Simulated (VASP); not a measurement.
Input of a VASP 6.6.1 run:

The input INCAR:

```
ALGO = Normal ; EDIFF = 1E-6
ENCUT = 600 ; GGA = PE
GGA_COMPAT = F ; ISIF = 2
ISMEAR = 0 ; LASPH = T
LCHARG = F ; LREAL = F
LWAVE = F ; NBANDS = 35
NELM = 120 ; PREC = Accurate
SIGMA = 0.02
```

The input KPOINTS:

```
k-points
0
Gamma
  6 6 8
```

File POSCAR:

```
SnO2
1.0
    4.9499659998      0.0000000000      0.0000000000
    0.0000000000      4.9500146405      0.0000000000
    0.0000000000      0.0000000000      3.2646046039
Sn O
2 4
Direct
    0.5000000000      0.5000000000      0.5000000000
    0.0000000000      0.0000000000      0.0000000000
    0.3083185990      0.3083391066      0.0000000000
    0.8083185990      0.1916608934      0.5000000000
    0.1916814010      0.8083391066      0.5000000000
    0.6916814010      0.6916608934      0.0000000000
```

Potentials or basis: VASP PAW PBE potentials, release 64 (Sn_d, O).

The run is started by

```console
$ cat potpaw_PBE.64/Sn_d/POTCAR potpaw_PBE.64/O/POTCAR > POTCAR
$ mpirun -np 1 vasp_std > vasp.out
```

Q: Estimate the largest force.

A: 0.022 eV/Å.

Q: Estimate the band gap on the k mesh.

A: 0.19 eV.

Q: Predict the pressure.

A: -7.9 GPa.

Stress tensor (GPa, compression positive):
```
-7.94  0.00  0.00
 0.00 -7.94  0.00
 0.00  0.00 -7.74
```

Caveat: the cell stands under tension; semilocal functionals underestimate gaps, and a narrow one can read as zero; spin-orbit coupling is left out, which moves the levels of the heavy elements.
